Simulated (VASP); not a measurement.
SnO2, 6 atoms in the cell. The typed cell holds 6 atoms: a = 4.761 Å, b = 4.761 Å, c = 3.200 Å, α = 90.00°, β = 90.00°, γ = 90.00°. 

| Item | Value |
| --- | --- |
| Program | VASP 6.6.1 |
| Task | single point |
| Functional | r2SCAN |
| Potentials or basis | VASP PAW PBE potentials, release 64 (Sn_d, O) |
| Cutoff | 520 eV |
| k mesh | 4 × 4 × 6 |
| Occupations | gaussian, width 0.01 eV |
| Spin | no spin polarisation |
| Dipole correction | no |
| Further INCAR settings | ALGO = Normal; EDIFF = 1e-07; NBANDS = 35 |

Potentials or basis: VASP PAW PBE potentials, release 64 (Sn_d, O).

Run with:

```console
$ cat potpaw_PBE.64/Sn_d/POTCAR potpaw_PBE.64/O/POTCAR > POTCAR
$ cp INCAR.step1 INCAR
$ mpirun -np 1 vasp_std > vasp.out
$ cp INCAR.step2 INCAR
$ mpirun -np 1 vasp_std > vasp.out
```

Hardware: 1 thread of Intel(R) Xeon(R) 6975P-C (Granite Rapids), with other jobs on the host.

Q: Estimate the wall time of this run.

A: It took 110 s on 1 thread of Intel(R) Xeon(R) 6975P-C (Granite Rapids), with other jobs on the host, peak memory 0.22 GiB. Counts: k points 36.
